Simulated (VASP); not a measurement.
BN, 8 atoms in the cell. The typed cell holds 8 atoms: a = 3.567 Å, b = 2.508 Å, c = 8.696 Å, α = 88.62°, β = 86.08°, γ = 69.42°.  This cell differs from its parent crystal: the part above a cut slid along it.

| Quantity | Value |
| --- | --- |
| Program | VASP 6.6.1 |
| Task | single point |
| Functional | PBE |
| Dispersion | D3(BJ) |
| Potentials or basis | VASP PAW PBE potentials, release 64 (B, N) |
| Cutoff | 520 eV |
| k mesh | 7 × 9 × 3 |
| Occupations | gaussian, width 0.05 eV |
| Spin | no spin polarisation |
| Dipole correction | no |
| Further INCAR settings | ALGO = Normal; EDIFF = 1e-06; NBANDS = 26 |

Potentials or basis: VASP PAW PBE potentials, release 64 (B, N).

Launch:

```console
$ cat potpaw_PBE.64/B/POTCAR potpaw_PBE.64/N/POTCAR > POTCAR
$ mpirun -np 1 vasp_std > vasp.out
```

Hardware: 1 thread of AMD EPYC 7R13 Processor (Zen 3), with other jobs on the host.

Task: How long does it take, and how much memory?

Result: Run time: 2.9 min on 1 thread of AMD EPYC 7R13 Processor (Zen 3), on a shared host, peak memory 0.25 GiB. Counts: scf iterations 15, k points 95.
